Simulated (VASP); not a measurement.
## W: relaxation of cell and atoms with PBE

The system is W.

```
W
1.0
     2.59000    0.00000    0.00000
     0.00000    2.59000    0.00000
     0.00000    0.00000    2.59000
W
1
Direct
  0.00000 0.00000 0.00000
```

```json
{
  "Program": "VASP 6.6.1",
  "Task": "relaxation of cell and atoms",
  "Functional": "PBE",
  "Potentials or basis": "VASP PAW PBE potentials, release 64 (W_sv)",
  "Cutoff": "600 eV",
  "k mesh": "9 × 9 × 9",
  "Occupations": "fermi-dirac, width 0.05 eV",
  "Spin": "no spin polarisation",
  "Target pressure": "30 GPa",
  "Dipole correction": "no",
  "Further INCAR settings": "ALGO = Normal; EDIFF = 1e-06; IBRION = 2; EDIFFG = -0.01; NSW = 50; ISIF = 3"
}
```

```
Relaxed volume                                         : 16.46 Å³/atom
Relaxed cell                                           : a = 2.544 Å, b = 2.544 Å, c = 2.544 Å, α = 90.00°, β = 90.00°, γ = 90.00°
Space group after relaxing (to 0.05 Å)                 : Pm-3m (No. 221)
Energy change on relaxing (the enthalpy is what falls) : +123.8 meV/atom
Ionic steps                                            : 5
Pressure after relaxing                                : 30.0 GPa
Band gap on the k mesh                                 : zero (band 7 reaches 12.74 eV, above the bottom of band 8 at 10.31 eV)
```

Step by step:
```csv
step,energy change (eV),largest force (eV/Å),pressure (GPa),volume (Å³)
1,0.0000,0.0000,14.11,17.37
2,1.5388,0.0000,134.40,13.39
3,0.1076,0.0000,28.23,16.55
4,0.1201,0.0000,29.60,16.48
5,0.1238,0.0000,30.01,16.46
```

Final structure:
```xyz
1
Lattice="2.5437 0.0000 0.0000 0.0000 2.5437 0.0000 0.0000 0.0000 2.5437" Properties=species:S:1:pos:R:3 pbc="T T T"
W     0.0000    0.0000    0.0000
```

Levels at points of the mesh, in eV from the Fermi level:
```
           k point  band 3  band 4  band 5  band 6  band 7  band 8  band 9  band 10  band 11
(0.00, 0.00, 0.00)  -37.59  -37.59   -9.24   -5.05   -5.05    5.32    5.32     5.32    15.49
```

It took 36 s on 1 thread of Intel Xeon 8259CL, on a shared host, peak memory 0.15 GiB.

Caveat: the cell is relaxed towards a set pressure, so the enthalpy falls and the energy may rise; spin-orbit coupling is left out, which moves the levels of the heavy elements.
